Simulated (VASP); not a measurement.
Runs of VASP 6.6.1 on MgF2. The structure is that of space group P4_2/mnm (No. 136), or close to it. The cells are those of the table. 

```csv
cell,gap on the mesh (eV),pressure (GPa)
"a = 4.639, b = 4.639, c = 3.062 Å, 6 atoms",(b),(c)
"a = 4.689, b = 4.689, c = 3.087 Å, 6 atoms",(a),-3.6
"a = 4.588, b = 4.588, c = 3.037 Å, 6 atoms",7.07,2.2
"a = 4.740, b = 4.740, c = 3.109 Å, 6 atoms",6.50,-5.9
```

Alike in all rows: task single point; level PBEsol; potentials or basis VASP PAW PBE potentials, release 64 (Mg, F); no spin polarisation; k mesh 6 × 6 × 8; smearing gaussian 0.02 eV.

Q: Fill in the values left out.

A: (a) 6.67; (b) 6.86; (c) -1.0.

Caveats: the PAW data sets were made with another functional, which shifts forces and pressure a little; the cell stands under tension (at least some runs).

A k mesh can miss the band edges.
